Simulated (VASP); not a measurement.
Write the native input for VASP 6.6.1 that does the following.

```yaml
Task: single point
Functional: PBE
Potentials_or_basis: VASP PAW PBE potentials, release 64 (Zn, S)
Cutoff: 520 eV
k_mesh: 8 × 8 × 8
Occupations: gaussian, width 0.02 eV
Spin: no spin polarisation
Dipole_correction: no
Further_INCAR_settings: ALGO = Normal; EDIFF = 1e-06; NBANDS = 16
```

The structure of ZnS lies in POSCAR:

```
ZnS
1.0
    0.0000000000      2.7218479153      2.7218479153
    2.7218479153      0.0000000000      2.7218479153
    2.7218479153      2.7218479153      0.0000000000
Zn S
1 1
Direct
    0.0000000000      0.0000000000      0.0000000000
    0.7500000000      0.7500000000      0.7500000000
```

These files were run (other wordings do the same):

INCAR

```
  ALGO = Normal
  EDIFF = 1E-6
  ENCUT = 520
  GGA = PE
  ISIF = 2
  ISMEAR = 0
  LASPH = True
  LCHARG = True
  LELF = True
  LREAL = False
  LVHAR = True
  LWAVE = False
  NBANDS = 16
  NELM = 80
  PREC = Accurate
  SIGMA = 0.02
```

KPOINTS

```
k-points
0
Gamma
  8 8 8
```

Potentials or basis: VASP PAW PBE potentials, release 64 (Zn, S).

Run with:

```sh
$ cat potpaw_PBE.64/Zn/POTCAR potpaw_PBE.64/S/POTCAR > POTCAR
$ mpirun -np 1 vasp_std > vasp.out
```

Results of the run:

The pressure is 0.1 GPa and the band gap on the k mesh is 2.02 eV.

Wall time 42 s on 1 thread of Intel Xeon 8259CL, with other jobs on the host, peak memory 0.17 GiB.
